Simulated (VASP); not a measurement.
Wanted: the native input for a VASP 6.6.1 run.

* Task: single point
* Functional: HSE06
* Potentials or basis: VASP PAW PBE potentials, release 64 (Sb)
* Cutoff: 520 eV
* k mesh: 6 × 6 × 6
* Occupations: fermi-dirac, width 0.05 eV
* Spin: no spin polarisation
* Dipole correction: no
* Grid for exact exchange (PRECFOCK): Normal
* Further INCAR settings: ALGO = Normal; EDIFF = 1e-06; NBANDS = 8
* Screening parameter: 0.2079 1/Å

Sb:

```xyz
1
Lattice="-1.8960 1.8960 1.8960 1.8960 -1.8960 1.8960 1.8960 1.8960 -1.8960" Properties=species:S:1:pos:R:3 pbc="T T T"
Sb    0.0000    0.0000    0.0000
```

These files were run (other wordings do the same):

POSCAR

```
Sb
1.0
   -1.8959666167      1.8959666167      1.8959666167
    1.8959666167     -1.8959666167      1.8959666167
    1.8959666167      1.8959666167     -1.8959666167
Sb
1
Direct
    0.0000000000      0.0000000000      0.0000000000
```

INCAR.step1

```
SYSTEM = Sb
PREC = Accurate
ENCUT = 520
EDIFF = 1E-5
ISMEAR = -1
SIGMA = 0.05
LREAL = .FALSE.
LASPH = .TRUE.
NELM = 80
ALGO = Normal
ISIF = 2
LWAVE = .TRUE.
LCHARG = .FALSE.
NBANDS = 8
GGA = PE
```

INCAR.step2

```
SYSTEM = Sb
PREC = Accurate
ENCUT = 520
EDIFF = 1E-6
ISMEAR = -1
SIGMA = 0.05
LREAL = .FALSE.
LASPH = .TRUE.
NELM = 80
ALGO = Normal
ISIF = 2
LWAVE = .FALSE.
LCHARG = .FALSE.
GGA = PE
LHFCALC = .TRUE.
HFSCREEN = 0.2079
PRECFOCK = Normal
NBANDS = 8
ISTART = 1
```

KPOINTS

```
regular mesh
0
G
  6 6 6
  0 0 0
```

Potentials or basis: VASP PAW PBE potentials, release 64 (Sb).

The run is started by

```bash
$ cat potpaw_PBE.64/Sb/POTCAR > POTCAR
$ cp INCAR.step1 INCAR
$ mpirun -np 1 vasp_std > vasp.out
$ cp INCAR.step2 INCAR
$ mpirun -np 1 vasp_std > vasp.out
```

It gave:

```json
{"Pressure": "-1.8 GPa"}
```

Caveat: the k points lie up to 0.39 Å⁻¹ apart; the PAW data sets were made with another functional, which shifts forces and pressure a little.

Run time: 2.9 min on 1 thread of Intel(R) Xeon(R) 6975P-C (Granite Rapids), on a shared host, peak memory 0.25 GiB.
